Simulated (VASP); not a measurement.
Set up this calculation in VASP 6.6.1, as the native input.

```yaml
Task: single point
Functional: PBE
Potentials_or_basis: VASP PAW PBE potentials, release 64 (Sn_d, Se)
Cutoff: 520 eV
k_mesh: 12 × 12 × 6
Occupations: gaussian, width 0.05 eV
Spin: no spin polarisation
Dipole_correction: no
Further_INCAR_settings: ALGO = Normal; EDIFF = 1e-07; NBANDS = 20
```

The structure of SnSe2 lies in POSCAR:

```
SnSe2
1.0
    3.8109987816      0.0000000000      0.0000000000
   -1.9054993908      3.3004217586      0.0000000000
    0.0000000000      0.0000000000      6.1370000000
Sn Se
1 2
Direct
    0.0000000000      0.0000000000      0.0000000000
    0.1811674987      0.5984935614      0.2500000000
    0.6666666667      0.3333333333      0.7500000000
```

This cell differs from its parent crystal: atom 2 (Se) moved by (-0.450, -0.225) A along x and y.

One way to write it, as run:

INCAR

```
  ALGO = Normal
  EDIFF = 1E-7
  ENCUT = 520
  GGA = PE
  ISIF = 2
  ISMEAR = 0
  LASPH = T
  LCHARG = T
  LELF = T
  LREAL = F
  LVHAR = T
  LWAVE = F
  NBANDS = 20
  NELM = 80
  PREC = Accurate
  SIGMA = 0.05
```

KPOINTS

```
k-points
0
Gamma
  12 12 6
```

Potentials or basis: VASP PAW PBE potentials, release 64 (Sn_d, Se).

The run is started by

```sh
$ cat potpaw_PBE.64/Sn_d/POTCAR potpaw_PBE.64/Se/POTCAR > POTCAR
$ mpirun -np 1 vasp_std > vasp.out
```

Results of the run:

| Quantity | Value |
| --- | --- |
| Pressure | 7.7 GPa |
| Largest force | 2.118 eV/Å |
| Band gap on the k mesh | zero (bands 13 and 14 overlap by 0.06 eV) |

Caveat: the cell differs from its parent crystal (atom 2 (Se) moved by (-0.450, -0.225) A along x and y); the stress differs along the axes, from 6 to 11 GPa; semilocal functionals underestimate gaps, and a narrow one can read as zero; spin-orbit coupling is left out, which moves the levels of the heavy elements; forces of over 1 eV/Å act on the atoms, so gaps and moduli don't describe the material at rest.

Wall time 3.7 min on 1 thread of Intel(R) Xeon(R) 6975P-C (Granite Rapids) (shared host), peak memory 0.69 GiB.
